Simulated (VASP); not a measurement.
Wanted: the native input for a VASP 6.6.1 run.

```yaml
Task: single point
Functional: PBE
Potentials_or_basis: VASP PAW PBE potentials, release 64 (Sn_d, O_h)
Cutoff: 1340 eV
k_mesh: 6 × 6 × 6
Occupations: fermi-dirac, width 0.1 eV
Spin: no spin polarisation
Dipole_correction: no
Further_INCAR_settings: ALGO = Normal; EDIFF = 1e-06; NBANDS = 28
```

The structure of SnO lies in POSCAR:

```
SnO
1.0
    3.7855884364      0.0000000000      0.0000000000
    0.0000000000      3.7855884364      0.0000000000
    0.0000000000      0.0000000000      4.5137127852
Sn O
2 2
Direct
    0.5000000000      0.0000000000      0.2572477578
    0.0000000000      0.5000000000      0.7427522422
    0.0000000000      0.0000000000      0.0000000000
    0.5000000000      0.5000000000      0.0000000000
```

These files were run (other wordings do the same):

INCAR

```
PREC = Accurate ; ENCUT = 1340
EDIFF = 1E-6 ; ISMEAR = -1
SIGMA = 0.1 ; LREAL = F
LASPH = T ; NELM = 120
ALGO = Normal ; ISIF = 2
LWAVE = F ; LCHARG = T
GGA = PE ; LELF = T
LVHAR = T ; NBANDS = 28
GGA_COMPAT = F
```

KPOINTS

```
regular mesh
0
Gamma
  6 6 6
```

Potentials or basis: VASP PAW PBE potentials, release 64 (Sn_d, O_h).

The run is started by

```sh
$ cat potpaw_PBE.64/Sn_d/POTCAR potpaw_PBE.64/O_h/POTCAR > POTCAR
$ mpirun -np 1 vasp_std > vasp.out
```

Results of the run:

```
Pressure               : 6.3 GPa
Largest force          : 0.082 eV/Å
Band gap on the k mesh : zero (bands 20 and 21 overlap by 0.49 eV)
```

Caveat: the cell stands under pressure; semilocal functionals underestimate gaps, and a narrow one can read as zero; spin-orbit coupling is left out, which moves the levels of the heavy elements.

Run time: 2.8 min on 1 thread of Intel(R) Xeon(R) Platinum 8488C (Sapphire Rapids), with other jobs on the host, peak memory 0.48 GiB.
